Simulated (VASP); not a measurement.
# LiNbO3 (Pm-3m) in VASP: a series of runs

The runs below take LiNbO3 through single point, with r2SCAN.

Program: VASP 6.6.1. These are calculated values, not measurements. Logs are shortened: lines on timing, memory, paths and dates and some standing lists are left out, and cuts for length are marked.

## (1) The cell of the first run

It takes space group Pm-3m (No. 221, cubic). Conventional cell: a = 3.411 Å, b = 3.411 Å, c = 3.411 Å, α = 90.00°, β = 90.00°, γ = 90.00°. Li (site symmetry m-3m) has 6 O at 1.71 Å within 2.3 Å. Nb (site symmetry m-3m) has 12 O at 2.41 Å and 8 Li at 2.95 Å within 3.2 Å. O (site symmetry 4/mmm) has 2 Li at 1.71 Å within 2.3 Å.

## (2) Single point, r2SCAN

Contents of POSCAR:

```
LiNbO3
1.0
    3.4110247460      0.0000000000      0.0000000000
    0.0000000000      3.4110247460      0.0000000000
    0.0000000000      0.0000000000      3.4110247460
Li Nb O
1 1 3
Direct
    0.5000000000      0.5000000000      0.5000000000
    0.0000000000      0.0000000000      0.0000000000
    0.0000000000      0.5000000000      0.5000000000
    0.5000000000      0.0000000000      0.5000000000
    0.5000000000      0.5000000000      0.0000000000
```

Contents of INCAR.step1:

```
SYSTEM = LiNbO3
PREC     = Accurate       ! precision mode
ENCUT    = 520            ! plane-wave cutoff, eV
ISMEAR   = 0              ! smearing method
SIGMA    = 0.1            ! smearing width, eV
LREAL    = .False.        ! projectors in reciprocal space
LASPH    = .True.         ! aspherical terms in the spheres
NELM     = 60             ! most SCF steps
NBANDS   = 25             ! bands
GGA      = PE             ! functional
ALGO     = Normal         ! electronic algorithm
EDIFF    = 1E-4           ! SCF threshold, eV
LWAVE    = .True.         ! write WAVECAR
LCHARG   = .False.        ! write CHGCAR
```

Contents of INCAR.step2:

```
SYSTEM = LiNbO3
PREC     = Accurate       ! precision mode
ENCUT    = 520            ! plane-wave cutoff, eV
EDIFF    = 1E-6           ! SCF threshold, eV
ISMEAR   = 0              ! smearing method
SIGMA    = 0.1            ! smearing width, eV
LREAL    = .False.        ! projectors in reciprocal space
LASPH    = .True.         ! aspherical terms in the spheres
NELM     = 60             ! most SCF steps
ALGO     = Normal         ! electronic algorithm
ISIF     = 2              ! what is computed and relaxed
LWAVE    = .False.        ! write WAVECAR
LCHARG   = .False.        ! write CHGCAR
METAGGA  = R2SCAN         ! meta-GGA
LMIXTAU  = .True.       
NBANDS   = 25             ! bands
ISTART   = 1
```

Contents of KPOINTS:

```
regular mesh
0
Gamma
  8 8 8
  0 0 0
```

Potentials or basis: VASP PAW PBE potentials, release 64 (Li_sv, Nb_sv, O).

Command:

```sh
cat potpaw_PBE.64/Li_sv/POTCAR potpaw_PBE.64/Nb_sv/POTCAR potpaw_PBE.64/O/POTCAR > POTCAR
cp INCAR.step1 INCAR
mpirun -np 1 vasp_std > vasp.out
cp INCAR.step2 INCAR
mpirun -np 1 vasp_std > vasp.out
```

OUTCAR:

```text
SYSTEM = LiNbO3
   PREC = Accurate
   ENCUT = 520
   EDIFF = 1E-6
   ISMEAR = 0
   LREAL = .False.
   LASPH = .True.
   NELM = 60
   ISIF = 2
   METAGGA = R2SCAN
   ISTART = 1

 ion  position               nearest neighbor table
   1  0.500  0.500  0.500-   3 1.71   4 1.71   5 1.71   5 1.71   4 1.71   3 1.71
   2  0.000  0.000  0.000-   3 2.41   4 2.41   5 2.41   3 2.41   4 2.41   3 2.41   5 2.41   3 2.41
                             4 2.41   5 2.41   4 2.41   5 2.41
   3  0.000  0.500  0.500-   1 1.71   1 1.71   2 2.41   2 2.41   2 2.41   2 2.41
   4  0.500  0.000  0.500-   1 1.71   1 1.71   2 2.41   2 2.41   2 2.41   2 2.41
   5  0.500  0.500  0.000-   1 1.71   1 1.71   2 2.41   2 2.41   2 2.41   2 2.41

  LATTYP: Found a simple cubic cell.
 ALAT       =     3.4110247460

  Lattice vectors:

 A1 = (   3.4110247460,   0.0000000000,   0.0000000000)
 A2 = (   0.0000000000,   3.4110247460,   0.0000000000)
 A3 = (   0.0000000000,   0.0000000000,   3.4110247460)

Analysis of symmetry for initial positions (statically):
=====================================================================
 Subroutine PRICEL returns:
 Original cell was already a primitive cell.

 Routine SETGRP: Setting up the symmetry group for a
 simple cubic supercell.

 Subroutine GETGRP returns: Found 48 space group operations
 (whereof 48 operations were pure point group operations)
 out of a pool of 48 trial point group operations.

The static configuration has the point symmetry O_h .

Analysis of symmetry for dynamics (positions and initial velocities):
=====================================================================
 Subroutine PRICEL returns:
 Original cell was already a primitive cell.

 Routine SETGRP: Setting up the symmetry group for a
 simple cubic supercell.

 Subroutine GETGRP returns: Found 48 space group operations
 (whereof 48 operations were pure point group operations)
 out of a pool of 48 trial point group operations.

The dynamic configuration has the point symmetry O_h .

 Subroutine INISYM returns: Found 48 space group operations
 (whereof 48 operations are pure point group operations),
 and found     1 'primitive' translations

----------------------------------------------------------------------------------------

                                     Primitive cell

  volume of cell :      39.6876

  direct lattice vectors                    reciprocal lattice vectors
     3.411024746  0.000000000  0.000000000     0.293167032  0.000000000  0.000000000
     0.000000000  3.411024746  0.000000000     0.000000000  0.293167032  0.000000000
     0.000000000  0.000000000  3.411024746     0.000000000  0.000000000  0.293167032

  length of vectors
     3.411024746  3.411024746  3.411024746     0.293167032  0.293167032  0.293167032

  position of ions in fractional coordinates (direct lattice)
     0.500000000  0.500000000  0.500000000
     0.000000000  0.000000000  0.000000000
     0.000000000  0.500000000  0.500000000
     0.500000000  0.000000000  0.500000000
     0.500000000  0.500000000  0.000000000

  ion indices of the primitive-cell ions
   primitive index   ion index
                 1           1
                 2           2
                 3           3
                 4           4
                 5           5

----------------------------------------------------------------------------------------

 KPOINTS: regular mesh

Automatic generation of k-mesh.
 Grid dimensions read from file:
 generate k-points for:    8    8    8

 Generating k-lattice:

  Cartesian coordinates                     Fractional coordinates (reciprocal lattice)
     0.036645879  0.000000000  0.000000000     0.125000000  0.000000000  0.000000000
     0.000000000  0.036645879  0.000000000     0.000000000  0.125000000  0.000000000
     0.000000000  0.000000000  0.036645879     0.000000000  0.000000000  0.125000000

  Length of vectors
     0.036645879  0.036645879  0.036645879

  Shift w.r.t. Gamma in fractional coordinates (k-lattice)
     0.000000000  0.000000000  0.000000000

 Subroutine IBZKPT returns following result:
 ===========================================

 Found     35 irreducible k-points:

 Following reciprocal coordinates:
            Coordinates               Weight
  0.000000  0.000000  0.000000      1.000000
  0.125000  0.000000  0.000000      6.000000
  0.250000  0.000000  0.000000      6.000000
  0.375000  0.000000  0.000000      6.000000
  0.500000  0.000000  0.000000      3.000000
  0.125000  0.125000  0.000000     12.000000
[... 16 lines left out ...]
  0.375000  0.375000  0.125000     24.000000
  0.500000  0.375000  0.125000     24.000000
 [... further k-points ...]
   k-points           NKPTS =     35   k-points in BZ     NKDIM =     35   number of bands    NBANDS=     25
   number of dos      NEDOS =    301   number of ions     NIONS =      5
   total plane-waves  NPLWV =  21952
   dimension x,y,z NGX =    28 NGY =   28 NGZ =   28
   dimension x,y,z NGXF=    56 NGYF=   56 NGZF=   56
   ions per type =               1   1   3
   NGX,Y,Z   is equivalent  to a cutoff of  13.65, 13.65, 13.65 a.u.
   NGXF,Y,Z  is equivalent  to a cutoff of  27.29, 27.29, 27.29 a.u.
 SYSTEM =  LiNbO3
   PREC   = accura    normal or accurate (medium, high low for compatibility)
   ISTART =      1    job   : 0-new  1-cont  2-samecut
   ICHARG =      0    charge: 1-file 2-atom 10-const
   ISPIN  =      1    spin polarized calculation?
   LNONCOLLINEAR =      F non collinear calculations
   LSORBIT =      F    spin-orbit coupling
   LASPH  =      T    aspherical Exc in radial PAW
   ENCUT  =  520.0 eV  38.22 Ry    6.18 a.u.   6.34  6.34  6.34*2*pi/ulx,y,z
   NELM   =     60;   NELMIN=  2; NELMDL=  0     # of ELM steps
   EDIFF  = 0.1E-05   stopping-criterion for ELM
   LREAL  =      F    real-space projection
   EDIFFG = 0.1E-04   stopping-criterion for IOM
   NSW    =      0    number of steps for IOM
   IBRION =     -1    ionic relax: 0-MD 1-quasi-New 2-CG
   NFREE  =      0    steps in history (QN), initial steepest desc. (CG)
   ISIF   =      2    stress and relaxation
   ISYM   =      2    0-nonsym 1-usesym 2-fastsym
   POTIM  = 0.5000    time-step for ionic-motion
   TEBEG  =    0.0;   TEEND  =   0.0 temperature during run
   PSTRESS=    0.0 pullay stress
   NELECT =      34.0000    total number of electrons
   NUPDOWN=      -1.0000    fix difference up-down
   EMIN   =  10.00;   EMAX   =-10.00  energy-range for DOS
   EFERMI =   0.00;   METHOD = LEGACY
   ISMEAR =     0;   SIGMA  =   0.10  broadening in eV -4-tet -1-fermi 0-gaus
   EFERMI_NEDOS =   21; number of points for ismear=-14 and -15
   IALGO  =     38    algorithm
   IMIX   =      4    mixing-type and parameters
     AMIX     =   0.40;   BMIX     =  1.00
     AMIX_MAG =   1.60;   BMIX_MAG =  1.00
  volume/ion in A,a.u.               =       7.94        53.57
  Fermi-wavevector in a.u.,A,eV,Ry     =   1.554830  2.938203 32.892038  2.417497
  Thomas-Fermi vector in A             =   2.658859
   LORBIT       =      0    0 simple, 1 ext, 2 COOP (PROOUT), +10 PAW based schemes
   METAGGA = R2SCAN    functional components
   LHFCALC =     F    Hartree Fock is set to
   AEXX    =    0.0000 exact exchange contribution
   IVDW    =     0    specifies the selected vdW correction
   LEPSILON=     F    determine dielectric tensor
   LRPA    =     F    only Hartree local field effects (RPA)
 non-spin polarized calculation
 Gauss-broadening in eV      SIGMA  =   0.10
  energy-cutoff  :      520.00
  volume of cell :       39.69
 maximum number of plane-waves:      1081
 NGX is ok and might be reduce to    28
   NGX = 13   NGY = 13   NGZ = 13

 number of electron      33.9999971 magnetization

 Free energy of the ion-electron system (eV)
  ---------------------------------------------------
  ext. energy  EPLUGINS =         0.00000000
  ---------------------------------------------------
  free energy    TOTEN  =       -51.73268113 eV

  energy without entropy =      -51.72231867  energy(sigma->0) =      -51.72749990

 E-fermi :   8.6060     XC(G=0): -13.6450

 val. band max:        8.5597954427   @ k =   0.1250   0.1250   0.0000
 cond. band min:       8.6233026069   @ k =   0.1250   0.1250   0.1250
 fundamental gap:      0.0635071642
 Fermi energy:         8.6060031662

 k-point     1 :       0.0000    0.0000    0.0000
  band No.  band energies     occupation
      1     -50.7075      2.00000
      2     -34.4025      2.00000
      3     -25.7405      2.00000
      4     -25.7405      2.00000
      5     -25.7405      2.00000
      6     -11.9486      2.00000
[... 17 lines left out ...]
     24      27.9953      0.00000
     25      27.9953      0.00000

 k-point     2 :       0.1250    0.0000    0.0000
  band No.  band energies     occupation
      1     -50.7058      2.00000
      2     -34.4011      2.00000
      3     -25.7703      2.00000
      4     -25.7375      2.00000
      5     -25.7375      2.00000
      6     -11.8395      2.00000
[... 17 lines left out ...]
     24      26.5125      0.00000
     25      28.5835      0.00000

 k-point     3 :       0.2500    0.0000    0.0000
  band No.  band energies     occupation
      1     -50.7017      2.00000
      2     -34.3979      2.00000
      3     -25.8414      2.00000
      4     -25.7304      2.00000
      5     -25.7304      2.00000
      6     -11.5331      2.00000
[... 552 lines left out ...]
 k-point    23 :       0.3750    0.3750    0.1250
  band No.  band energies     occupation
      1     -50.6862      2.00000
      2     -34.3823      2.00000
      3     -25.8807      2.00000
      4     -25.8761      2.00000
      5     -25.7320      2.00000
      6     -10.5401      2.00000
[... 17 lines left out ...]
     24      22.6066      0.00000
     25      22.8565      0.00000

 k-point    24 :       0.5000    0.3750    0.1250
  band No.  band energies     occupation
      1     -50.6845      2.00000
      2     -34.3805      2.00000
      3     -25.9049      2.00000
      4     -25.8735      2.00000
      5     -25.7288      2.00000
      6     -10.3078      2.00000
[... 17 lines left out ...]
     24      22.1117      0.00000
     25      23.0861      0.00000

 [... further k-points ...]

------------------------ aborting loop because EDIFF is reached ----------------------------------------

  FORCE on cell =-STRESS in cart. coord.  units (eV):
  Direction    XX          YY          ZZ          XY          YZ          ZX
  --------------------------------------------------------------------------------------
  -------------------------------------------------------------------------------------
  Total        0.4610814      0.4610814      0.4610814     -0.0000000     -0.0000000     -0.0000000
  in kB       18.6137352     18.6137352     18.6137352     -0.0000000     -0.0000000     -0.0000000
  external PRESSURE =      18.6137352 kB  Pullay stress =       0.0000000 kB

 VOLUME and BASIS-vectors are now :
 -----------------------------------------------------------------------------
  energy-cutoff  :      520.00
  volume of cell :       39.69
      direct lattice vectors                 reciprocal lattice vectors
     3.411024746  0.000000000  0.000000000     0.293167032  0.000000000  0.000000000
     0.000000000  3.411024746  0.000000000     0.000000000  0.293167032  0.000000000
     0.000000000  0.000000000  3.411024746     0.000000000  0.000000000  0.293167032

 POSITION                                       TOTAL-FORCE (eV/Angst)
 -----------------------------------------------------------------------------------
      1.70551      1.70551      1.70551         0.000000      0.000000      0.000000
      0.00000      0.00000      0.00000         0.000000      0.000000      0.000000
      0.00000      1.70551      1.70551         0.000000      0.000000      0.000000
      1.70551      0.00000      1.70551         0.000000      0.000000      0.000000
      1.70551      1.70551      0.00000         0.000000      0.000000      0.000000
 -----------------------------------------------------------------------------------
    total drift:                                0.000000      0.000000      0.000000

  FREE ENERGIE OF THE ION-ELECTRON SYSTEM (eV)
  ---------------------------------------------------
  free  energy   TOTEN  =       -51.7326811306 eV

  energy  without entropy=      -51.7223186750  energy(sigma->0) =      -51.72749990
```

Run time: 4.7 min. Hardware: 1 thread of Intel Xeon 8259CL, shared host; peak memory 0.19 GiB.

Results:

| Item | Value |
| --- | --- |
| Free energy | -51.7327 eV |
| Band gap on the k mesh | zero (band 17 reaches 8.73 eV, above the bottom of band 18 at 8.31 eV) |

Caveat: the cutoff is under 1.25 times the usual one of these potentials, so pressure, stress and relaxed cells hold a basis-set (Pulay) error; the PAW data sets were made with another functional, which shifts forces and pressure a little.

## (3) Single point, r2SCAN

POSCAR is that of step 2.

Contents of INCAR.step1:

```
SYSTEM = LiNbO3
  PREC = Accurate
  ENCUT = 520
  ISMEAR = 0
  SIGMA = 0.1
  LREAL = .False.
  LASPH = .True.
  NELM = 60
  NBANDS = 25
  GGA = PE
  ALGO = Normal
  EDIFF = 1E-4
  LWAVE = .True.
  LCHARG = .False.
```

Contents of INCAR.step2:

```
SYSTEM = LiNbO3
  PREC = Accurate
  ENCUT = 520
  EDIFF = 1E-6
  ISMEAR = 0
  SIGMA = 0.1
  LREAL = .False.
  LASPH = .True.
  NELM = 60
  ALGO = Normal
  ISIF = 2
  LWAVE = .False.
  LCHARG = .False.
  METAGGA = R2SCAN
  LMIXTAU = .True.
  NBANDS = 25
  ISTART = 1
```

Contents of KPOINTS:

```
regular mesh
0
Gamma
  12 12 12
  0 0 0
```

Potentials or basis: VASP PAW PBE potentials, release 64 (Li_sv, Nb_sv, O).

Command:

```sh
cat potpaw_PBE.64/Li_sv/POTCAR potpaw_PBE.64/Nb_sv/POTCAR potpaw_PBE.64/O/POTCAR > POTCAR
cp INCAR.step1 INCAR
mpirun -np 1 vasp_std > vasp.out
cp INCAR.step2 INCAR
mpirun -np 1 vasp_std > vasp.out
```

It took 10 min on 1 thread of Intel Xeon 8259CL, shared host; peak memory 0.22 GiB.

It converged, with:

```yaml
Free_energy: -51.7424 eV
Band_gap_on_the_k_mesh: zero (band 17 reaches 8.73 eV, above the bottom of band 18 at 8.26 eV)
```

Levels at points of the mesh, in eV from the Fermi level:
| k point | band 14 | band 15 | band 16 | band 17 | band 18 | band 19 | band 20 | band 21 |
| --- | --- | --- | --- | --- | --- | --- | --- | --- |
| (0.00, 0.00, 0.00) | -2.17 | -0.93 | -0.93 | -0.16 | -0.16 | -0.16 | 0.38 | 0.38 |
| (0.50, 0.00, 0.00) | -3.04 | -1.70 | -1.28 | -1.28 | 0.53 | 0.83 | 3.02 | 3.86 |
| (0.50, 0.50, 0.00) | -3.25 | -3.17 | -1.26 | 0.05 | 1.53 | 1.67 | 2.97 | 3.89 |
| (0.50, 0.50, 0.50) | -0.20 | -0.20 | 0.11 | 0.11 | 1.03 | 1.03 | 1.03 | 1.41 |

Caveat: the cutoff is under 1.25 times the usual one of these potentials, so pressure, stress and relaxed cells hold a basis-set (Pulay) error; the PAW data sets were made with another functional, which shifts forces and pressure a little.
